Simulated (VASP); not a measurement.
# Si5Ge (P-3m1) in VASP: a series of runs

Runs on Si5Ge. Level: PBE. Tasks: single point, relaxation of cell and atoms.

Everything below comes from runs of VASP 6.6.1. Logs are shortened: lines on timing, memory, paths and dates and some standing lists are left out, and cuts for length are marked.

**1. The cell of the first run**

Symmetry: P-3m1, No. 164, trigonal system. The conventional cell has a = 2.821 Å, b = 2.821 Å, c = 13.821 Å, α = 90.00°, β = 90.00°, γ = 120.00°. Within 3.7 Å of Si (site symmetry 3m) lie 12 Si at 2.82 Å. Within 3.7 Å of Si (site symmetry 3m) lie 9 Si at 2.82 Å and 3 Ge at 2.82 Å. Si (site symmetry -3m) has 12 Si at 2.82 Å within 3.7 Å. Ge (site symmetry -3m) has 6 Ge at 2.82 Å and 6 Si at 2.82 Å within 3.7 Å.

**2. Single point, PBE**

Contents of INCAR:

```
SYSTEM = Si5Ge
PREC = Accurate
ENCUT = 520
EDIFF = 1E-7
ISMEAR = 0
SIGMA = 0.1
LREAL = .False.
LASPH = .True.
NELM = 80
ALGO = Normal
ISIF = 2
LWAVE = .False.
LCHARG = .True.
GGA = PE
LELF = .True.
LVHAR = .True.
NBANDS = 26
```

Contents of KPOINTS:

```
regular mesh
0
Gamma
  6 6 2
  0 0 0
```

Contents of POSCAR:

```
Si5Ge
1.0
    2.8211855700      0.0000000000      0.0000000000
   -1.4105927900      2.4432183800      0.0000000000
    0.0000000000      0.0000000000     13.8209302600
Si Ge
5 1
Direct
    0.6666666700      0.3333333300      0.6666666700
    0.3333333300      0.6666666700      0.8333333300
    0.6666666700      0.3333333300      0.1666666700
    0.3333333300      0.6666666700      0.3333333300
    0.0000000000      0.0000000000      0.5000000000
    0.0000000000      0.0000000000      0.0000000000
```

Potentials or basis: VASP PAW PBE potentials, release 64 (Si, Ge_d).

On the command line:

```sh
$ cat potpaw_PBE.64/Si/POTCAR potpaw_PBE.64/Ge_d/POTCAR > POTCAR
$ mpirun -np 1 vasp_std > vasp.out
```

OUTCAR:

```text
SYSTEM = Si5Ge
   PREC = Accurate
   ENCUT = 520
   EDIFF = 1E-7
   ISMEAR = 0
   LREAL = .False.
   LASPH = .True.
   NELM = 80
   ISIF = 2
   GGA = PE

 ion  position               nearest neighbor table
   1  0.667  0.333  0.667-   2 2.82   2 2.82   2 2.82   5 2.82   5 2.82   5 2.82
   2  0.333  0.667  0.833-   1 2.82   1 2.82   1 2.82   6 2.82   6 2.82   6 2.82
   3  0.667  0.333  0.167-   4 2.82   4 2.82   4 2.82   6 2.82   6 2.82   6 2.82
   4  0.333  0.667  0.333-   3 2.82   3 2.82   3 2.82   5 2.82   5 2.82   5 2.82
   5  0.000  0.000  0.500-   1 2.82   4 2.82   1 2.82   4 2.82   1 2.82   4 2.82
   6  0.000  0.000  0.000-   2 2.82   3 2.82   3 2.82   2 2.82   3 2.82   2 2.82

  LATTYP: Found a hexagonal cell.
 ALAT       =     2.8211855700
 C/A-ratio  =     4.8989794953

  Lattice vectors:

 A1 = (   2.8211855700,   0.0000000000,   0.0000000000)
 A2 = (  -1.4105927900,   2.4432183800,   0.0000000000)
 A3 = (   0.0000000000,   0.0000000000,  13.8209302600)

Analysis of symmetry for initial positions (statically):
=====================================================================
 Subroutine PRICEL returns:
 Original cell was already a primitive cell.

 Routine SETGRP: Setting up the symmetry group for a
 hexagonal supercell.

 Subroutine GETGRP returns: Found 12 space group operations
 (whereof 12 operations were pure point group operations)
 out of a pool of 24 trial point group operations.

The static configuration has the point symmetry D_3d.

Analysis of symmetry for dynamics (positions and initial velocities):
=====================================================================
 Subroutine PRICEL returns:
 Original cell was already a primitive cell.

 Routine SETGRP: Setting up the symmetry group for a
 hexagonal supercell.

 Subroutine GETGRP returns: Found 12 space group operations
 (whereof 12 operations were pure point group operations)
 out of a pool of 24 trial point group operations.

The dynamic configuration has the point symmetry D_3d.

 Subroutine INISYM returns: Found 12 space group operations
 (whereof 12 operations are pure point group operations),
 and found     1 'primitive' translations

----------------------------------------------------------------------------------------

                                     Primitive cell

  volume of cell :      95.2645

  direct lattice vectors                    reciprocal lattice vectors
     2.821185570  0.000000000  0.000000000     0.354460908  0.204648101  0.000000000
    -1.410592790  2.443218380  0.000000000     0.000000000  0.409296201  0.000000000
     0.000000000  0.000000000 13.820930260     0.000000000  0.000000000  0.072354030

  length of vectors
     2.821185570  2.821185579 13.820930260     0.409296202  0.409296201  0.072354030

  position of ions in fractional coordinates (direct lattice)
     0.666666670  0.333333330  0.666666670
     0.333333330  0.666666670  0.833333330
     0.666666670  0.333333330  0.166666670
     0.333333330  0.666666670  0.333333330
     0.000000000  0.000000000  0.500000000
     0.000000000  0.000000000  0.000000000

  ion indices of the primitive-cell ions
   primitive index   ion index
                 1           1
                 2           2
                 3           3
                 4           4
                 5           5
                 6           6

----------------------------------------------------------------------------------------

 KPOINTS: regular mesh

Automatic generation of k-mesh.
 Grid dimensions read from file:
 generate k-points for:    6    6    2

 Generating k-lattice:

  Cartesian coordinates                     Fractional coordinates (reciprocal lattice)
     0.059076818  0.034108017  0.000000000     0.166666667 -0.000000000  0.000000000
     0.000000000  0.068216033  0.000000000     0.000000000  0.166666667  0.000000000
     0.000000000  0.000000000  0.036177015     0.000000000  0.000000000  0.500000000

  Length of vectors
     0.068216034  0.068216033  0.036177015

  Shift w.r.t. Gamma in fractional coordinates (k-lattice)
     0.000000000  0.000000000  0.000000000

 Subroutine IBZKPT returns following result:
 ===========================================

 Found     14 irreducible k-points:

 Following reciprocal coordinates:
            Coordinates               Weight
  0.000000  0.000000  0.000000      1.000000
  0.166667  0.000000  0.000000      6.000000
  0.333333  0.000000  0.000000      6.000000
  0.500000 -0.000000  0.000000      3.000000
  0.166667  0.166667  0.000000      6.000000
  0.333333  0.166667  0.000000     12.000000
  0.333333  0.333333  0.000000      2.000000
  0.000000  0.000000  0.500000      1.000000
  0.166667  0.000000  0.500000      6.000000
  0.333333  0.000000  0.500000      6.000000
  0.500000 -0.000000  0.500000      3.000000
  0.166667  0.166667  0.500000      6.000000
  0.333333  0.166667  0.500000     12.000000
  0.333333  0.333333  0.500000      2.000000
   k-points           NKPTS =     14   k-points in BZ     NKDIM =     14   number of bands    NBANDS=     26
   number of dos      NEDOS =    301   number of ions     NIONS =      6
   total plane-waves  NPLWV =  62208
   dimension x,y,z NGX =    24 NGY =   24 NGZ =  108
   dimension x,y,z NGXF=    48 NGYF=   48 NGZF=  216
   ions per type =               5   1
   NGX,Y,Z   is equivalent  to a cutoff of  14.14, 14.14, 12.99 a.u.
   NGXF,Y,Z  is equivalent  to a cutoff of  28.29, 28.29, 25.98 a.u.
 SYSTEM =  Si5Ge
   PREC   = accura    normal or accurate (medium, high low for compatibility)
   ISTART =      0    job   : 0-new  1-cont  2-samecut
   ICHARG =      2    charge: 1-file 2-atom 10-const
   ISPIN  =      1    spin polarized calculation?
   LNONCOLLINEAR =      F non collinear calculations
   LSORBIT =      F    spin-orbit coupling
   LASPH  =      T    aspherical Exc in radial PAW
   ENCUT  =  520.0 eV  38.22 Ry    6.18 a.u.   5.25  5.25 25.70*2*pi/ulx,y,z
   NELM   =     80;   NELMIN=  2; NELMDL= -5     # of ELM steps
   EDIFF  = 0.1E-06   stopping-criterion for ELM
   LREAL  =      F    real-space projection
   EDIFFG = 0.1E-05   stopping-criterion for IOM
   NSW    =      0    number of steps for IOM
   IBRION =     -1    ionic relax: 0-MD 1-quasi-New 2-CG
   NFREE  =      0    steps in history (QN), initial steepest desc. (CG)
   ISIF   =      2    stress and relaxation
   ISYM   =      2    0-nonsym 1-usesym 2-fastsym
   POTIM  = 0.5000    time-step for ionic-motion
   TEBEG  =    0.0;   TEEND  =   0.0 temperature during run
   PSTRESS=    0.0 pullay stress
   NELECT =      34.0000    total number of electrons
   NUPDOWN=      -1.0000    fix difference up-down
   EMIN   =  10.00;   EMAX   =-10.00  energy-range for DOS
   EFERMI =   0.00;   METHOD = LEGACY
   ISMEAR =     0;   SIGMA  =   0.10  broadening in eV -4-tet -1-fermi 0-gaus
   EFERMI_NEDOS =   21; number of points for ismear=-14 and -15
   IALGO  =     38    algorithm
   IMIX   =      4    mixing-type and parameters
     AMIX     =   0.40;   BMIX     =  1.00
     AMIX_MAG =   1.60;   BMIX_MAG =  1.00
  volume/ion in A,a.u.               =      15.88       107.15
  Fermi-wavevector in a.u.,A,eV,Ry     =   1.161246  2.194436 18.347337  1.348491
  Thomas-Fermi vector in A             =   2.297820
   LORBIT       =      0    0 simple, 1 ext, 2 COOP (PROOUT), +10 PAW based schemes
   GGA     = PE    functional components
   LHFCALC =     F    Hartree Fock is set to
   AEXX    =    0.0000 exact exchange contribution
   IVDW    =     0    specifies the selected vdW correction
   LEPSILON=     F    determine dielectric tensor
   LRPA    =     F    only Hartree local field effects (RPA)
 non-spin polarized calculation
 Gauss-broadening in eV      SIGMA  =   0.10
  energy-cutoff  :      520.00
  volume of cell :       95.26
 maximum number of plane-waves:      2596
 NGX is ok and might be reduce to    24
   NGX = 11   NGY = 11   NGZ = 51

 number of electron      33.9999998 magnetization

 Free energy of the ion-electron system (eV)
  ---------------------------------------------------
  ext. energy  EPLUGINS =         0.00000000
  ---------------------------------------------------
  free energy    TOTEN  =       -27.90075046 eV

  energy without entropy =      -27.87942975  energy(sigma->0) =      -27.89009010

 E-fermi :   8.9175     XC(G=0): -11.0529

 val. band max:        8.8868647808   @ k =   0.1667   0.1667   0.0000
 cond. band min:       8.9793392333   @ k =   0.1667   0.1667   0.0000
 fundamental gap:      0.0924744525
 Fermi energy:         8.9175192637

 k-point     1 :       0.0000    0.0000    0.0000
  band No.  band energies     occupation
      1     -15.9661      2.00000
      2     -15.9543      2.00000
      3     -15.9543      2.00000
      4     -15.8582      2.00000
      5     -15.8582      2.00000
      6      -5.0238      2.00000
[... 18 lines left out ...]
     25      17.8153      0.00000
     26      17.8153      0.00000

 k-point     2 :       0.1667    0.0000    0.0000
  band No.  band energies     occupation
      1     -15.9711      2.00000
      2     -15.9339      2.00000
      3     -15.9185      2.00000
      4     -15.8800      2.00000
      5     -15.8629      2.00000
      6      -4.3373      2.00000
[... 18 lines left out ...]
     25      16.3179      0.00000
     26      16.6926      0.00000

 k-point     3 :       0.3333    0.0000    0.0000
  band No.  band energies     occupation
      1     -16.0002      2.00000
      2     -15.9227      2.00000
      3     -15.8764      2.00000
      4     -15.8724      2.00000
      5     -15.8461      2.00000
      6      -2.2847      2.00000
[... 282 lines left out ...]
 k-point    13 :       0.3333    0.1667    0.5000
  band No.  band energies     occupation
      1     -15.9718      2.00000
      2     -15.9323      2.00000
      3     -15.8883      2.00000
      4     -15.8727      2.00000
      5     -15.8297      2.00000
      6      -0.2071      2.00000
[... 18 lines left out ...]
     25      12.1735      0.00000
     26      12.3896      0.00000

 k-point    14 :       0.3333    0.3333    0.5000
  band No.  band energies     occupation
      1     -15.9170      2.00000
      2     -15.9170      2.00000
      3     -15.8927      2.00000
      4     -15.8927      2.00000
      5     -15.8650      2.00000
      6       2.4902      2.00000
[... 18 lines left out ...]
     25      12.0958      0.00000
     26      12.1279      0.00000

------------------------ aborting loop because EDIFF is reached ----------------------------------------

  FORCE on cell =-STRESS in cart. coord.  units (eV):
  Direction    XX          YY          ZZ          XY          YZ          ZX
  --------------------------------------------------------------------------------------
  -------------------------------------------------------------------------------------
  Total       -1.8681398     -1.8681398     -1.6731023      0.0000000      0.0000000      0.0000000
  in kB      -31.4187386    -31.4187388    -28.1385588      0.0000001      0.0000000      0.0000000
  external PRESSURE =     -30.3253454 kB  Pullay stress =       0.0000000 kB

 VOLUME and BASIS-vectors are now :
 -----------------------------------------------------------------------------
  energy-cutoff  :      520.00
  volume of cell :       95.26
      direct lattice vectors                 reciprocal lattice vectors
     2.821185570  0.000000000  0.000000000     0.354460908  0.204648101  0.000000000
    -1.410592790  2.443218380  0.000000000     0.000000000  0.409296201  0.000000000
     0.000000000  0.000000000 13.820930260     0.000000000  0.000000000  0.072354030

 POSITION                                       TOTAL-FORCE (eV/Angst)
 -----------------------------------------------------------------------------------
      1.41059      0.81441      9.21395        -0.000000      0.000000     -0.019216
     -0.00000      1.62881     11.51744        -0.000000      0.000000     -0.644497
      1.41059      0.81441      2.30349         0.000000     -0.000000      0.644497
     -0.00000      1.62881      4.60698        -0.000000     -0.000000      0.019216
      0.00000      0.00000      6.91047        -0.000000      0.000000     -0.000000
      0.00000      0.00000      0.00000        -0.000000      0.000000     -0.000000
 -----------------------------------------------------------------------------------
    total drift:                               -0.000000     -0.000000     -0.000000

  FREE ENERGIE OF THE ION-ELECTRON SYSTEM (eV)
  ---------------------------------------------------
  free  energy   TOTEN  =       -27.9007504602 eV

  energy  without entropy=      -27.8794297491  energy(sigma->0) =      -27.89009010
```

Run time: 60 s. Hardware: 1 thread of Intel Xeon 6975P-C (Granite Rapids), shared host; peak memory 0.22 GiB.

What came out:

```
Free energy            : -27.9008 eV
Pressure               : -3.0 GPa
Largest force          : 0.644 eV/Å
Band gap on the k mesh : zero (band 17 reaches 16.74 eV, above the bottom of band 18 at 6.38 eV)
```

Forces on the atoms (eV/Å):
```
Si   0.000  0.000 -0.019
Si   0.000  0.000 -0.644
Si   0.000  0.000  0.644
Si   0.000  0.000  0.019
Si   0.000  0.000  0.000
Ge   0.000  0.000  0.000
```

Levels at points of the mesh, in eV from the Fermi level:
```
           k point  band 13  band 14  band 15  band 16  band 17  band 18  band 19  band 20  band 21  band 22
(0.00, 0.00, 0.00)    -1.74    -1.72     4.54     4.62     7.82     7.82     7.95     7.95     8.02     8.02
(0.50, 0.00, 0.00)    -4.71    -4.61    -4.47    -1.61    -1.50    -0.58    -0.44     2.97     2.98     3.66
(0.00, 0.00, 0.50)    -4.44     1.28     1.33     7.82     7.82     7.87     7.87     7.88     7.93     8.27
(0.50, 0.00, 0.50)    -5.76    -3.25    -3.08    -3.02    -2.93     1.21     1.23     1.29     1.44     3.14
```

Caveat: the k points lie up to 0.43 Å⁻¹ apart.

[end of part 1 of 2]
